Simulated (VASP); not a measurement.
# HC12 (a cell with a defect) in VASP: notebook

The runs below take HC12 (a cell with a defect) through single point, with LDA.

Program: VASP 6.6.1. These are calculated values, not measurements. Logs are shortened: lines on timing, memory, paths and dates and some standing lists are left out, and cuts for length are marked.

**1. The cell of the first run**

The cell holds a defect, 13 atoms: a = 4.325 Å, b = 4.325 Å, c = 4.325 Å, α = 80.41°, β = 70.53°, γ = 60.00°.

**2. Single point, LDA**

File INCAR:

```
PREC     = Accurate       # precision mode
ENCUT    = 520            # plane-wave cutoff, eV
EDIFF    = 1E-6           # SCF threshold, eV
ISMEAR   = 0              # smearing method
SIGMA    = 0.05           # smearing width, eV
LREAL    = F              # projectors in reciprocal space
LASPH    = T              # aspherical terms in the spheres
NELM     = 80             # most SCF steps
ALGO     = Normal         # electronic algorithm
ISIF     = 2              # what is computed and relaxed
LWAVE    = F              # write WAVECAR
LCHARG   = F              # write CHGCAR
NELECT   = 48.0         
NBANDS   = 36             # bands
```

File KPOINTS:

```
Automatic mesh
0
Gamma
  6 6 6
```

File POSCAR:

```
HC12
1.0
    1.7657489870     -3.5314979740     -1.7657489870
    3.5314979740     -1.7657489870      1.7657489870
   -1.7657489870     -3.5314979740      1.7657489870
C H
12 1
Direct
    0.2500000000      1.0000000000      0.2500000000
    0.0833333333      0.3333333333      0.7500000000
    0.9166666667      0.6666666667      0.2500000000
    0.7500000000      1.0000000000      0.7500000000
    0.5833333333      0.3333333333      0.2500000000
    0.4166666667      0.6666666667      0.7500000000
    0.9583333333      0.3333333333      0.1250000000
    0.7916666667      0.6666666667      0.6250000000
    0.6250000000      1.0000000000      0.1250000000
    0.4583333333      0.3333333333      0.6250000000
    0.2916666667      0.6666666667      0.1250000000
    0.1250000000      1.0000000000      0.6250000000
    1.0972222222      0.3888888889      0.2083333333
```

Potentials or basis: VASP PAW LDA potentials, release 64 (C, H).

On the command line:

```console
> cat potpaw_LDA.64/C/POTCAR potpaw_LDA.64/H/POTCAR > POTCAR
> mpirun -np 1 vasp_std > vasp.out
```

OUTCAR:

```text
PREC = Accurate
   ENCUT = 520
   EDIFF = 1E-6
   ISMEAR = 0
   LREAL = F
   LASPH = T
   NELM = 80
   ISIF = 2
   NELECT = 48.0

 ion  position               nearest neighbor table
   1  0.250  0.000  0.250-  13 1.47  11 1.53   7 1.53  12 1.53   9 1.53
   2  0.083  0.333  0.750-  12 1.53   8 1.53  10 1.53   7 1.53
   3  0.917  0.667  0.250-  13 1.06   9 1.53  11 1.53   8 1.53   7 1.53
   4  0.750  0.000  0.750-   8 1.53   9 1.53  10 1.53  12 1.53
   5  0.583  0.333  0.250-   9 1.53   7 1.53  10 1.53  11 1.53
   6  0.417  0.667  0.750-   8 1.53  11 1.53  12 1.53  10 1.53
   7  0.958  0.333  0.125-  13 0.93   2 1.53   5 1.53   1 1.53   3 1.53
   8  0.792  0.667  0.625-   4 1.53   3 1.53   2 1.53   6 1.53
   9  0.625  0.000  0.125-   5 1.53   3 1.53   4 1.53   1 1.53
  10  0.458  0.333  0.625-   2 1.53   4 1.53   5 1.53   6 1.53
  11  0.292  0.667  0.125-   1 1.53   3 1.53   5 1.53   6 1.53
  12  0.125  0.000  0.625-   2 1.53   1 1.53   4 1.53   6 1.53
  13  0.097  0.389  0.208-   7 0.93   3 1.06   1 1.47

  LATTYP: Found a base centered monoclinic cell.
 ALAT       =     4.3251840320
 B/A-ratio  =     1.7320508076
 C/A-ratio  =     1.0000000000
 COS(beta)  =    -0.3333333333

  Lattice vectors:

 A1 = (   1.7657489870,   1.7657489870,   3.5314979740)
 A2 = (  -3.5314979740,   1.7657489870,  -1.7657489870)
 A3 = (  -1.7657489870,  -3.5314979740,   1.7657489870)

Analysis of symmetry for initial positions (statically):
=====================================================================
 Subroutine PRICEL returns:
 Original cell was already a primitive cell.

 Routine SETGRP: Setting up the symmetry group for a
 base centered monoclinic supercell.

 Subroutine GETGRP returns: Found  1 space group operations
 (whereof  1 operations were pure point group operations)
 out of a pool of  4 trial point group operations.

The static configuration has the point symmetry C_1 .

Analysis of symmetry for dynamics (positions and initial velocities):
=====================================================================
 Subroutine PRICEL returns:
 Original cell was already a primitive cell.

 Routine SETGRP: Setting up the symmetry group for a
 base centered monoclinic supercell.

 Subroutine GETGRP returns: Found  1 space group operations
 (whereof  1 operations were pure point group operations)
 out of a pool of  4 trial point group operations.

The dynamic configuration has the point symmetry C_1 .

 Subroutine INISYM returns: Found  1 space group operations
 (whereof  1 operations are pure point group operations),
 and found     1 'primitive' translations

----------------------------------------------------------------------------------------

                                     Primitive cell

  volume of cell :      66.0645

  direct lattice vectors                    reciprocal lattice vectors
     1.765748987 -3.531497974 -1.765748987     0.047194326 -0.141582978 -0.235971630
     3.531497974 -1.765748987  1.765748987     0.188777304  0.000000000  0.188777304
    -1.765748987 -3.531497974  1.765748987    -0.141582978 -0.141582978  0.141582978

  length of vectors
     4.325184032  4.325184032  4.325184032     0.279205398  0.266971424  0.245228911

  position of ions in fractional coordinates (direct lattice)
     0.250000000  0.000000000  0.250000000
     0.083333333  0.333333333  0.750000000
     0.916666667  0.666666667  0.250000000
     0.750000000  0.000000000  0.750000000
     0.583333333  0.333333333  0.250000000
     0.416666667  0.666666667  0.750000000
     0.958333333  0.333333333  0.125000000
     0.791666667  0.666666667  0.625000000
     0.625000000  0.000000000  0.125000000
     0.458333333  0.333333333  0.625000000
     0.291666667  0.666666667  0.125000000
     0.125000000  0.000000000  0.625000000
     0.097222222  0.388888889  0.208333333

  ion indices of the primitive-cell ions
   primitive index   ion index
                 1           1
                 2           2
                 3           3
                 4           4
                 5           5
                 6           6
                 7           7
                 8           8
                 9           9
                10          10
                11          11
                12          12
                13          13

----------------------------------------------------------------------------------------

 KPOINTS: Automatic mesh

Automatic generation of k-mesh.
 Grid dimensions read from file:
 generate k-points for:    6    6    6

 Generating k-lattice:

  Cartesian coordinates                     Fractional coordinates (reciprocal lattice)
     0.007865721 -0.023597163 -0.039328605     0.166666667 -0.000000000 -0.000000000
     0.031462884  0.000000000  0.031462884     0.000000000  0.166666667  0.000000000
    -0.023597163 -0.023597163  0.023597163     0.000000000  0.000000000  0.166666667

  Length of vectors
     0.046534233  0.044495237  0.040871485

  Shift w.r.t. Gamma in fractional coordinates (k-lattice)
     0.000000000  0.000000000  0.000000000

 Subroutine IBZKPT returns following result:
 ===========================================

 Found    112 irreducible k-points:

 Following reciprocal coordinates:
            Coordinates               Weight
  0.000000  0.000000  0.000000      1.000000
  0.166667  0.000000  0.000000      2.000000
 -0.166667 -0.166667 -0.000000      2.000000
  0.333333 -0.000000  0.000000      2.000000
 -0.333333 -0.333333 -0.000000      2.000000
  0.500000 -0.000000  0.000000      1.000000
[... 16 lines left out ...]
 -0.166667 -0.166667 -0.166667      2.000000
  0.333333 -0.000000  0.166667      2.000000
 [... further k-points ...]
   k-points           NKPTS =    112   k-points in BZ     NKDIM =    112   number of bands    NBANDS=     36
   number of dos      NEDOS =    301   number of ions     NIONS =     13
   total plane-waves  NPLWV =  32768
   dimension x,y,z NGX =    32 NGY =   32 NGZ =   32
   dimension x,y,z NGXF=    64 NGYF=   64 NGZF=   64
   ions per type =              12   1
   NGX,Y,Z   is equivalent  to a cutoff of  12.30, 12.30, 12.30 a.u.
   NGXF,Y,Z  is equivalent  to a cutoff of  24.60, 24.60, 24.60 a.u.
 SYSTEM =  unknown system
   PREC   = accura    normal or accurate (medium, high low for compatibility)
   ISTART =      0    job   : 0-new  1-cont  2-samecut
   ICHARG =      2    charge: 1-file 2-atom 10-const
   ISPIN  =      1    spin polarized calculation?
   LNONCOLLINEAR =      F non collinear calculations
   LSORBIT =      F    spin-orbit coupling
   LASPH  =      T    aspherical Exc in radial PAW
   ENCUT  =  520.0 eV  38.22 Ry    6.18 a.u.   8.04  8.04  8.04*2*pi/ulx,y,z
   NELM   =     80;   NELMIN=  2; NELMDL= -5     # of ELM steps
   EDIFF  = 0.1E-05   stopping-criterion for ELM
   LREAL  =      F    real-space projection
   EDIFFG = 0.1E-04   stopping-criterion for IOM
   NSW    =      0    number of steps for IOM
   IBRION =     -1    ionic relax: 0-MD 1-quasi-New 2-CG
   NFREE  =      0    steps in history (QN), initial steepest desc. (CG)
   ISIF   =      2    stress and relaxation
   ISYM   =      2    0-nonsym 1-usesym 2-fastsym
   POTIM  = 0.5000    time-step for ionic-motion
   TEBEG  =    0.0;   TEEND  =   0.0 temperature during run
   PSTRESS=    0.0 pullay stress
   NELECT =      48.0000    total number of electrons
   NUPDOWN=      -1.0000    fix difference up-down
   EMIN   =  10.00;   EMAX   =-10.00  energy-range for DOS
   EFERMI =   0.00;   METHOD = LEGACY
   ISMEAR =     0;   SIGMA  =   0.05  broadening in eV -4-tet -1-fermi 0-gaus
   EFERMI_NEDOS =   21; number of points for ismear=-14 and -15
   IALGO  =     38    algorithm
   IMIX   =      4    mixing-type and parameters
     AMIX     =   0.40;   BMIX     =  1.00
     AMIX_MAG =   1.60;   BMIX_MAG =  1.00
  volume/ion in A,a.u.               =       5.08        34.29
  Fermi-wavevector in a.u.,A,eV,Ry     =   1.471745  2.781195 29.470667  2.166033
  Thomas-Fermi vector in A             =   2.586844
   LORBIT       =      0    0 simple, 1 ext, 2 COOP (PROOUT), +10 PAW based schemes
   GGA     = CA    functional components
   LHFCALC =     F    Hartree Fock is set to
   AEXX    =    0.0000 exact exchange contribution
   IVDW    =     0    specifies the selected vdW correction
   LEPSILON=     F    determine dielectric tensor
   LRPA    =     F    only Hartree local field effects (RPA)
 non-spin polarized calculation
 Gauss-broadening in eV      SIGMA  =   0.05
  energy-cutoff  :      520.00
  volume of cell :       66.06
 maximum number of plane-waves:      1807
   NGX = 17   NGY = 17   NGZ = 17

 number of electron      47.9999998 magnetization

 Free energy of the ion-electron system (eV)
  ---------------------------------------------------
  ext. energy  EPLUGINS =         0.00000000
  ---------------------------------------------------
  free energy    TOTEN  =      -130.25738549 eV

  energy without entropy =     -130.25738549  energy(sigma->0) =     -130.25738549

 E-fermi :  10.6128     XC(G=0): -13.6388

 val. band max:       10.3422040838   @ k =   0.0000   0.0000   0.0000
 cond. band min:      13.6417192845   @ k =   0.3333  -0.3333   0.3333
 fundamental gap:      3.2995152007
 Fermi energy:        10.6128405777

 k-point     1 :       0.0000    0.0000    0.0000
  band No.  band energies     occupation
      1     -12.5846      2.00000
      2      -7.6874      2.00000
      3      -4.7236      2.00000
      4      -4.1375      2.00000
      5      -3.6101      2.00000
      6      -3.4347      2.00000
[... 28 lines left out ...]
     35      20.3357      0.00000
     36      20.6908      0.00000

 k-point     2 :       0.1667    0.0000    0.0000
  band No.  band energies     occupation
      1     -12.3965      2.00000
      2      -7.8871      2.00000
      3      -5.3089      2.00000
      4      -4.7655      2.00000
      5      -4.4523      2.00000
      6      -3.3351      2.00000
[... 850 lines left out ...]
 k-point    24 :       0.3333   -0.0000    0.1667
  band No.  band energies     occupation
      1     -11.9310      2.00000
      2      -8.3071      2.00000
      3      -5.9065      2.00000
      4      -5.3874      2.00000
      5      -4.9586      2.00000
      6      -4.3733      2.00000
[... 28 lines left out ...]
     35      19.6888      0.00000
     36      20.2900      0.00000

 [... further k-points ...]
[... 5 lines left out ...]
  --------------------------------------------------------------------------------------
  -------------------------------------------------------------------------------------
  Total       -5.9916650     -0.9873276     -5.6321892     -3.8349405     -0.4087093      3.9076146
  in kB     -145.3081473    -23.9443876   -136.5902429    -93.0038794     -9.9119018     94.7663523
  external PRESSURE =    -101.9475926 kB  Pullay stress =       0.0000000 kB

 VOLUME and BASIS-vectors are now :
 -----------------------------------------------------------------------------
  energy-cutoff  :      520.00
  volume of cell :       66.06
      direct lattice vectors                 reciprocal lattice vectors
     1.765748987 -3.531497974 -1.765748987     0.047194326 -0.141582978 -0.235971630
     3.531497974 -1.765748987  1.765748987     0.188777304  0.000000000  0.188777304
    -1.765748987 -3.531497974  1.765748987    -0.141582978 -0.141582978  0.141582978

 POSITION                                       TOTAL-FORCE (eV/Angst)
 -----------------------------------------------------------------------------------
      0.00000     -1.76575      0.00000        -2.080257     -0.813987     -1.200426
     -0.00000     -3.53150      1.76575         0.492470      0.024730     -0.294813
      3.53150     -5.29725     -0.00000         4.294700     -1.825726      6.585126
      0.00000     -5.29725      0.00000         0.279273      0.266169     -0.273871
      1.76575     -3.53150      0.00000        -0.419404     -1.024173      0.592116
      1.76575     -5.29725      1.76575         0.203692      0.355554     -0.188301
      2.64862     -4.41437     -0.88287        -4.327201     13.293910     -1.449611
      2.64862     -6.18012      0.88287        -0.531930     -0.320023      0.473528
      0.88287     -2.64862     -0.88287         0.289311      0.625369     -0.983962
      0.88287     -4.41437      0.88287        -0.136633     -0.244757      0.115897
      2.64862     -2.64862      0.88287         1.320084     -0.248893     -0.456664
     -0.88287     -2.64862      0.88287        -0.358519     -0.219076      0.404123
      1.17717     -1.76575      0.88287         0.974414     -9.869098     -3.323141
 -----------------------------------------------------------------------------------
    total drift:                               -0.000018      0.000081     -0.000077

  FREE ENERGIE OF THE ION-ELECTRON SYSTEM (eV)
  ---------------------------------------------------
  free  energy   TOTEN  =      -130.2573854883 eV

  energy  without entropy=     -130.2573854883  energy(sigma->0) =     -130.25738549
```

It took 2.6 min on 1 thread of Intel Xeon Platinum 8488C (Sapphire Rapids), shared host; peak memory 0.27 GiB.

What came out:

```
Free energy   : -130.2574 eV
Largest force : 14.055 eV/Å
```

Forces in eV/Å, atoms in the order of the input:
```
C   -2.080 -0.814 -1.200
C    0.492  0.025 -0.295
C    4.295 -1.826  6.585
C    0.279  0.266 -0.274
C   -0.419 -1.024  0.592
C    0.204  0.356 -0.188
C   -4.327 13.294 -1.450
C   -0.532 -0.320  0.474
C    0.289  0.625 -0.984
C   -0.137 -0.245  0.116
C    1.320 -0.249 -0.457
C   -0.359 -0.219  0.404
H    0.974 -9.869 -3.323
```

Caveat: the cell carries a net charge on a neutralising background, which shifts energy and pressure; the cell is charged against a uniform background, so pressure and absolute levels hang on convention.

**3. Single point, LDA**

File INCAR:

```
PREC = Accurate
ENCUT = 520
EDIFF = 1E-6
ISMEAR = 0
SIGMA = 0.05
LREAL = False
LASPH = True
NELM = 60
ALGO = Normal
ISIF = 2
LWAVE = False
LCHARG = True
GGA = CA
LELF = True
LVHAR = True
NBANDS = 36
NELECT = 48.0
```

File KPOINTS:

```
regular mesh
0
Gamma
  6 6 6
```

POSCAR: that of step 2 with these lines changed.

```diff
@@ -20,2 +20,2 @@
     0.1250000000      1.0000000000      0.6250000000
-    1.0972222222      0.3888888889      0.2083333333
+    1.3194444444      0.2777777778      0.5416666667
```

Potentials or basis: VASP PAW LDA potentials, release 64 (C, H).

On the command line:

```console
> cat potpaw_LDA.64/C/POTCAR potpaw_LDA.64/H/POTCAR > POTCAR
> mpirun -np 1 vasp_std > vasp.out
```

It took 2.5 min on 1 thread of Intel Xeon Platinum 8488C (Sapphire Rapids), shared host; peak memory 0.28 GiB.

It converged, with:

| Property | Result |
| --- | --- |
| Free energy | -130.2919 eV |
| Largest force | 14.006 eV/Å |

Forces on the atoms (eV/Å):
```
C     0.067   0.313  -0.270
C    -4.651   1.694   6.572
C     0.222   0.191  -0.105
C    -0.392  -0.251   0.195
C     2.063   0.989  -1.758
C    -0.105  -0.029   0.633
C    -0.155  -1.067  -0.057
C     0.254   0.366  -0.162
C    -0.137   0.120  -0.178
C     4.601 -13.159  -1.358
C    -0.132   0.016   0.210
C    -0.668   0.853  -0.273
H    -0.969   9.966  -3.448
```

Levels at points of the mesh, in eV from the Fermi level:
```tsv
k point	band 21	band 22	band 23	band 24	band 25	band 26	band 27	band 28
(0.00, 0.00, 0.00)	-3.25	-0.60	-0.47	-0.31	3.41	5.02	5.08	5.69
(0.50, 0.00, 0.00)	-4.70	-4.51	-2.62	-2.43	4.97	5.53	6.07	6.49
(0.50, 0.50, 0.00)	-4.79	-4.50	-2.55	-2.34	4.44	5.97	6.24	6.49
(0.00, 0.50, 0.00)	-3.45	-3.20	-2.41	-1.47	3.17	4.40	6.51	7.03
(0.00, 0.00, 0.50)	-3.08	-2.46	-1.85	-1.83	5.98	6.49	6.66	6.96
(0.50, 0.00, 0.50)	-4.04	-3.63	-3.17	-3.14	3.49	4.17	4.43	5.93
(0.50, 0.50, 0.50)	-4.02	-3.61	-3.18	-3.15	3.43	4.34	4.49	5.94
(0.00, 0.50, 0.50)	-4.91	-4.38	-4.27	-4.17	5.11	5.65	5.81	5.98
```

Caveat: the cell carries a net charge on a neutralising background, which shifts energy and pressure; the cell is charged against a uniform background, so pressure and absolute levels hang on convention.

(Continued in part 2 of 2.)
